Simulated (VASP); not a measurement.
# Sb (P-3m1) in VASP: single point with PBE

Aim: the single point of Sb with PBE.

Everything below comes from runs of VASP 6.6.1. Logs are shortened: lines on timing, memory, paths and dates and some standing lists are left out, and cuts for length are marked.

### 1 The cell of the first run

Symmetry: P-3m1, No. 164, trigonal system. Conventional cell: a = 4.252 Å, b = 4.252 Å, c = 9.706 Å, α = 90.00°, β = 90.00°, γ = 120.00°. Sb (site symmetry 3m) has 3 Sb at 2.92 Å within 3.8 Å. Sb (site symmetry 3m) has 6 Sb at 2.92 to 3.48 Å within 3.8 Å.

### 2 Single point, PBE

POSCAR reads:

```
Sb
1.0
    4.2524400993      0.0000000000      0.0000000000
   -2.1262200496      3.6827211540      0.0000000000
    0.0000000000      0.0000000000      9.7057659728
Sb
4
Direct
    0.0000000000      0.0000000000      0.7892076523
    0.0000000000      0.0000000000      0.2107923477
    0.3333333333      0.6666666667      0.6269889138
    0.6666666667      0.3333333333      0.3730110862
```

INCAR.step1 reads:

```
SYSTEM = Sb
PREC = Accurate
ENCUT = 520
EDIFF = 1E-7
ISMEAR = 0
SIGMA = 0.1
LREAL = .False.
LASPH = .True.
NELM = 60
ALGO = Normal
ISIF = 2
LWAVE = .False.
LCHARG = .True.
GGA = PE
NBANDS = 18
```

KPOINTS.step1 reads:

```
regular mesh
0
Gamma
  12 12 6
  0 0 0
```

INCAR.step2 reads:

```
SYSTEM = Sb
PREC = Accurate
ENCUT = 520
EDIFF = 1E-7
ISMEAR = -5
SIGMA = 0.1
LREAL = .False.
LASPH = .True.
NELM = 60
ALGO = Normal
ISIF = 2
LWAVE = .False.
LCHARG = .False.
GGA = PE
LORBIT = 10
NBANDS = 18
NEDOS = 1001
ICHARG = 11
```

KPOINTS.step2 reads:

```
regular mesh
0
Gamma
  18 18 9
  0 0 0
```

Potentials or basis: VASP PAW PBE potentials, release 64 (Sb).

Command:

```bash
$ cat potpaw_PBE.64/Sb/POTCAR > POTCAR
$ cp INCAR.step1 INCAR
$ cp KPOINTS.step1 KPOINTS
$ mpirun -np 1 vasp_std > vasp.out
$ cp INCAR.step2 INCAR
$ cp KPOINTS.step2 KPOINTS
$ mpirun -np 1 vasp_std > vasp.out
```

OUTCAR:

```text
SYSTEM = Sb
   PREC = Accurate
   ENCUT = 520
   EDIFF = 1E-7
   ISMEAR = -5
   LREAL = .False.
   LASPH = .True.
   NELM = 60
   ISIF = 2
   GGA = PE
   LORBIT = 10
   ICHARG = 11

 ion  position               nearest neighbor table
   1  0.000  0.000  0.789-   3 2.92   3 2.92   3 2.92
   2  0.000  0.000  0.211-   4 2.92   4 2.92   4 2.92
   3  0.333  0.667  0.627-   1 2.92   1 2.92   1 2.92   4 3.48   4 3.48   4 3.48
   4  0.667  0.333  0.373-   2 2.92   2 2.92   2 2.92   3 3.48   3 3.48   3 3.48

  LATTYP: Found a hexagonal cell.
 ALAT       =     4.2524400993
 C/A-ratio  =     2.2823992217

  Lattice vectors:

 A1 = (   4.2524400993,   0.0000000000,   0.0000000000)
 A2 = (  -2.1262200496,   3.6827211540,   0.0000000000)
 A3 = (   0.0000000000,   0.0000000000,   9.7057659728)

Analysis of symmetry for initial positions (statically):
=====================================================================
 Subroutine PRICEL returns:
 Original cell was already a primitive cell.

 Routine SETGRP: Setting up the symmetry group for a
 hexagonal supercell.

 Subroutine GETGRP returns: Found 12 space group operations
 (whereof 12 operations were pure point group operations)
 out of a pool of 24 trial point group operations.

The static configuration has the point symmetry D_3d.

Analysis of symmetry for dynamics (positions and initial velocities):
=====================================================================
 Subroutine PRICEL returns:
 Original cell was already a primitive cell.

 Routine SETGRP: Setting up the symmetry group for a
 hexagonal supercell.

 Subroutine GETGRP returns: Found 12 space group operations
 (whereof 12 operations were pure point group operations)
 out of a pool of 24 trial point group operations.

The dynamic configuration has the point symmetry D_3d.

 Subroutine INISYM returns: Found 12 space group operations
 (whereof 12 operations are pure point group operations),
 and found     1 'primitive' translations

----------------------------------------------------------------------------------------

                                     Primitive cell

  volume of cell :     151.9976

  direct lattice vectors                    reciprocal lattice vectors
     4.252440099  0.000000000  0.000000000     0.235159103  0.135769172  0.000000000
    -2.126220050  3.682721154  0.000000000     0.000000000  0.271538343  0.000000000
     0.000000000  0.000000000  9.705765973     0.000000000  0.000000000  0.103031538

  length of vectors
     4.252440099  4.252440099  9.705765973     0.271538343  0.271538343  0.103031538

  position of ions in fractional coordinates (direct lattice)
     0.000000000  0.000000000  0.789207652
     0.000000000  0.000000000  0.210792348
     0.333333333  0.666666667  0.626988914
     0.666666667  0.333333333  0.373011086

  ion indices of the primitive-cell ions
   primitive index   ion index
                 1           1
                 2           2
                 3           3
                 4           4

----------------------------------------------------------------------------------------

 KPOINTS: regular mesh

Automatic generation of k-mesh.
 Grid dimensions read from file:
 generate k-points for:   18   18    9

 Generating k-lattice:

  Cartesian coordinates                     Fractional coordinates (reciprocal lattice)
     0.013064395  0.007542732  0.000000000     0.055555556  0.000000000  0.000000000
     0.000000000  0.015085464  0.000000000     0.000000000  0.055555556  0.000000000
     0.000000000  0.000000000  0.011447949     0.000000000  0.000000000  0.111111111

  Length of vectors
     0.015085464  0.015085464  0.011447949

  Shift w.r.t. Gamma in fractional coordinates (k-lattice)
     0.000000000  0.000000000  0.000000000

 TETIRR: Found   4263 inequivalent tetrahedra from    17496

 Subroutine IBZKPT returns following result:
 ===========================================

 Found    293 irreducible k-points:

 Following reciprocal coordinates:
            Coordinates               Weight
  0.000000  0.000000  0.000000      1.000000
  0.055556  0.000000  0.000000      6.000000
  0.111111  0.000000  0.000000      6.000000
  0.166667 -0.000000  0.000000      6.000000
  0.222222  0.000000  0.000000      6.000000
  0.277778  0.000000  0.000000      6.000000
[... 16 lines left out ...]
  0.333333  0.111111  0.000000     12.000000
  0.388889  0.111111  0.000000     12.000000
 [... further k-points ...]
   k-points           NKPTS =    293   k-points in BZ     NKDIM =    293   number of bands    NBANDS=     18
   number of dos      NEDOS =   1001   number of ions     NIONS =      4
   total plane-waves  NPLWV =  73728
   dimension x,y,z NGX =    32 NGY =   32 NGZ =   72
   dimension x,y,z NGXF=    64 NGYF=   64 NGZF=  144
   ions per type =               4
   NGX,Y,Z   is equivalent  to a cutoff of  12.51, 12.51, 12.33 a.u.
   NGXF,Y,Z  is equivalent  to a cutoff of  25.02, 25.02, 24.67 a.u.
 SYSTEM =  Sb
   PREC   = accura    normal or accurate (medium, high low for compatibility)
   ISTART =      0    job   : 0-new  1-cont  2-samecut
   ICHARG =     11    charge: 1-file 2-atom 10-const
   ISPIN  =      1    spin polarized calculation?
   LNONCOLLINEAR =      F non collinear calculations
   LSORBIT =      F    spin-orbit coupling
   LASPH  =      T    aspherical Exc in radial PAW
   ENCUT  =  520.0 eV  38.22 Ry    6.18 a.u.   7.91  7.91 18.05*2*pi/ulx,y,z
   NELM   =     60;   NELMIN=  2; NELMDL=  0     # of ELM steps
   EDIFF  = 0.1E-06   stopping-criterion for ELM
   LREAL  =      F    real-space projection
   EDIFFG = 0.1E-05   stopping-criterion for IOM
   NSW    =      0    number of steps for IOM
   IBRION =     -1    ionic relax: 0-MD 1-quasi-New 2-CG
   NFREE  =      0    steps in history (QN), initial steepest desc. (CG)
   ISIF   =      2    stress and relaxation
   ISYM   =      2    0-nonsym 1-usesym 2-fastsym
   POTIM  = 0.5000    time-step for ionic-motion
   TEBEG  =    0.0;   TEEND  =   0.0 temperature during run
   PSTRESS=    0.0 pullay stress
   NELECT =      20.0000    total number of electrons
   NUPDOWN=      -1.0000    fix difference up-down
   EMIN   =  10.00;   EMAX   =-10.00  energy-range for DOS
   EFERMI =   0.00;   METHOD = LEGACY
   ISMEAR =    -5;   SIGMA  =   0.10  broadening in eV -4-tet -1-fermi 0-gaus
   EFERMI_NEDOS =   21; number of points for ismear=-14 and -15
   IALGO  =     38    algorithm
   IMIX   =      4    mixing-type and parameters
     AMIX     =   0.40;   BMIX     =  1.00
     AMIX_MAG =   1.60;   BMIX_MAG =  1.00
  volume/ion in A,a.u.               =      38.00       256.43
  Fermi-wavevector in a.u.,A,eV,Ry     =   0.832669  1.573517  9.433438  0.693338
  Thomas-Fermi vector in A             =   1.945764
   LORBIT       =     10    0 simple, 1 ext, 2 COOP (PROOUT), +10 PAW based schemes
   GGA     = PE    functional components
   LHFCALC =     F    Hartree Fock is set to
   AEXX    =    0.0000 exact exchange contribution
   IVDW    =     0    specifies the selected vdW correction
   LEPSILON=     F    determine dielectric tensor
   LRPA    =     F    only Hartree local field effects (RPA)
 non-spin polarized calculation
 Fermi weights with tetrahedron method with Bloechl corrections
  energy-cutoff  :      520.00
  volume of cell :      152.00
 maximum number of plane-waves:      4128

 number of electron      19.9999999 magnetization

 Free energy of the ion-electron system (eV)
  ---------------------------------------------------
  ext. energy  EPLUGINS =         0.00000000
  ---------------------------------------------------
  free energy    TOTEN  =       -16.32865493 eV

  energy without entropy =      -16.32865493  energy(sigma->0) =      -16.32865493

 E-fermi :   5.1148     XC(G=0):  -8.3177

 val. band max:        5.1475950429   @ k =   0.0556   0.0556   0.2222
 cond. band min:       5.0692769261   @ k =   0.0000   0.3889   0.4444
 fundamental gap:     -0.0783181168
 Fermi energy:         5.1148124393

 k-point     1 :       0.0000    0.0000    0.0000
  band No.  band energies     occupation
      1      -7.2337      2.00000
      2      -6.5970      2.00000
      3      -3.0145      2.00000
      4      -0.9713      2.00000
      5       2.7640      2.00000
      6       3.6725      2.00000
[... 10 lines left out ...]
     17      10.3719      0.00000
     18      10.6630      0.00000

 k-point     2 :       0.0556    0.0000    0.0000
  band No.  band energies     occupation
      1      -7.2030      2.00000
      2      -6.5676      2.00000
      3      -3.0052      2.00000
      4      -1.0106      2.00000
      5       2.7681      2.00000
      6       3.3337      2.00000
[... 10 lines left out ...]
     17      10.3273      0.00000
     18      10.4260      0.00000

 k-point     3 :       0.1111    0.0000    0.0000
  band No.  band energies     occupation
      1      -7.1112      2.00000
      2      -6.4801      2.00000
      3      -2.9817      2.00000
      4      -1.1353      2.00000
      5       2.5387      2.00000
      6       2.8675      2.00000
[... 10 lines left out ...]
     17       9.8475      0.00000
     18      10.5114      0.00000

 k-point     4 :       0.1667   -0.0000    0.0000
  band No.  band energies     occupation
      1      -6.9595      2.00000
      2      -6.3361      2.00000
      3      -2.9588      2.00000
      4      -1.3595      2.00000
      5       1.8603      2.00000
      6       2.7008      2.00000
[... 375 lines left out ...]
      4      -2.6302      2.00000
      5       0.5582      2.00000
      6       1.7123      2.00000
[... 10 lines left out ...]
     17       9.4186      0.00000
     18      10.6441      0.00000

 k-point    23 :       0.3333    0.1111    0.0000
  band No.  band energies     occupation
      1      -5.7429      2.00000
      2      -5.2698      2.00000
      3      -3.5365      2.00000
      4      -3.0261      2.00000
      5       0.4549      2.00000
      6       1.5565      2.00000
[... 10 lines left out ...]
     17       9.4677      0.00000
     18      10.7960      0.00000

 k-point    24 :       0.3889    0.1111    0.0000
  band No.  band energies     occupation
      1      -5.3932      2.00000
      2      -5.0775      2.00000
      3      -3.8123      2.00000
      4      -3.3535      2.00000
      5       0.4387      2.00000
      6       1.5390      2.00000
[... 10 lines left out ...]
     17       9.4276      0.00000
     18      10.9715      0.00000

 [... further k-points ...]
[... 5 lines left out ...]
  --------------------------------------------------------------------------------------
  -------------------------------------------------------------------------------------
  Total        0.1402357      0.1402357      0.1471356      0.0000000      0.0000000      0.0000000
  in kB        1.4781969      1.4781969      1.5509279      0.0000000      0.0000000      0.0000000
  external PRESSURE =       1.5024406 kB  Pullay stress =       0.0000000 kB

 VOLUME and BASIS-vectors are now :
 -----------------------------------------------------------------------------
  energy-cutoff  :      520.00
  volume of cell :      152.00
      direct lattice vectors                 reciprocal lattice vectors
     4.252440099  0.000000000  0.000000000     0.235159103  0.135769172  0.000000000
    -2.126220050  3.682721154  0.000000000     0.000000000  0.271538343  0.000000000
     0.000000000  0.000000000  9.705765973     0.000000000  0.000000000  0.103031538

 POSITION                                       TOTAL-FORCE (eV/Angst)
 -----------------------------------------------------------------------------------
      0.00000      0.00000      7.65986         0.000000     -0.000000      0.048634
      0.00000      0.00000      2.04590         0.000000      0.000000     -0.048634
     -0.00000      2.45515      6.08541        -0.000000     -0.000000     -0.065447
      2.12622      1.22757      3.62036        -0.000000      0.000000      0.065447
 -----------------------------------------------------------------------------------
    total drift:                               -0.000000      0.000000      0.000000

  FREE ENERGIE OF THE ION-ELECTRON SYSTEM (eV)
  ---------------------------------------------------
  free  energy   TOTEN  =       -16.3286549270 eV

  energy  without entropy=      -16.3286549270  energy(sigma->0) =      -16.32865493

 total charge

# of ion       s       p       d       tot
------------------------------------------
    1        1.219   1.149   0.023   2.391
    2        1.219   1.149   0.023   2.391
    3        1.213   1.139   0.033   2.385
    4        1.213   1.139   0.033   2.385
--------------------------------------------------
tot          4.863   4.577   0.113   9.553
```

It took 11 min on 1 thread of Intel Xeon Platinum 8175M at 2.50GHz (Skylake/Cascade Lake), shared host; peak memory 0.69 GiB.

What came out:

- Valence electrons inside the program's atomic spheres: Sb 2.39, 2.38 (each value once)

Caveat: spin-orbit coupling is left out, which moves the levels of the heavy elements; tetrahedron occupations give inexact forces and stress in metals.
